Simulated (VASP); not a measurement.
Input of a VASP 6.6.1 run:

INCAR

```
PREC = Accurate
ENCUT = 520
EDIFF = 1E-6
ISMEAR = -1
SIGMA = 0.05
LREAL = F
LASPH = T
NELM = 100
ALGO = Normal
ISIF = 2
LWAVE = F
LCHARG = F
GGA = PS
NBANDS = 11
```

Contents of KPOINTS:

```
Automatic mesh
0
Gamma
  12 12 3
```

File POSCAR:

```
C
1.0
    2.5043425914      0.0000000000      0.0000000000
   -1.2521712957      2.1688243040      0.0000000000
    0.0000000000      0.0000000000      8.6909792017
C
2
Direct
    0.6666666667      0.3333333333      0.0000000000
    0.3333333333      0.6666666667      0.0000000000
```

Potentials or basis: VASP PAW PBE potentials, release 64 (C).

Launch:

```console
$ cat potpaw_PBE.64/C/POTCAR > POTCAR
$ mpirun -np 1 vasp_std > vasp.out
```

(1) What does it give for the band gap on the k mesh?

Answers

(1) zero (filled and empty bands touch).
